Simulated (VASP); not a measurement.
Input of a VASP 6.6.1 run:

Contents of INCAR:

```
PREC = Accurate
ENCUT = 520
EDIFF = 1E-7
ISMEAR = 0
SIGMA = 0.05
LREAL = F
LASPH = T
NELM = 100
ALGO = Normal
ISIF = 2
LWAVE = F
LCHARG = F
GGA = PE
NBANDS = 28
```

Contents of KPOINTS:

```
Automatic mesh
0
Gamma
  8 8 8
```

Contents of POSCAR:

```
SrTiO3
1.0
    3.9364035669      0.0000000000      0.0000000000
    0.0000000000      3.9364035669     -0.0787280713
    0.0000000000     -0.0787280713      3.9364035669
Sr Ti O
1 1 3
Direct
    0.0000000000      0.0000000000      0.0000000000
    0.5000000000      0.5000000000      0.5000000000
    0.0000000000      0.5000000000      0.5000000000
    0.5000000000      0.0000000000      0.5000000000
    0.5000000000      0.5000000000      0.0000000000
```

Potentials or basis: VASP PAW PBE potentials, release 64 (Sr_sv, Ti_sv, O).

The run is started by

```bash
$ cat potpaw_PBE.64/Sr_sv/POTCAR potpaw_PBE.64/Ti_sv/POTCAR potpaw_PBE.64/O/POTCAR > POTCAR
$ mpirun -np 1 vasp_std > vasp.out
```

**Question.** Predict the pressure.

**Answer.** 0.7 GPa.

**Question.** Predict the band gap on the k mesh.

**Answer.** 1.72 eV (least direct gap 1.99 eV).

Stress tensor (GPa, compression positive):
```
0.71 0.00 0.00
0.00 0.76 4.42
0.00 4.42 0.76
```

Caveat: the cell differs from its parent crystal (strain -0.0400 x Voigt [0, 0, 0, 1, 0, 0]). A k mesh can miss the band edges.
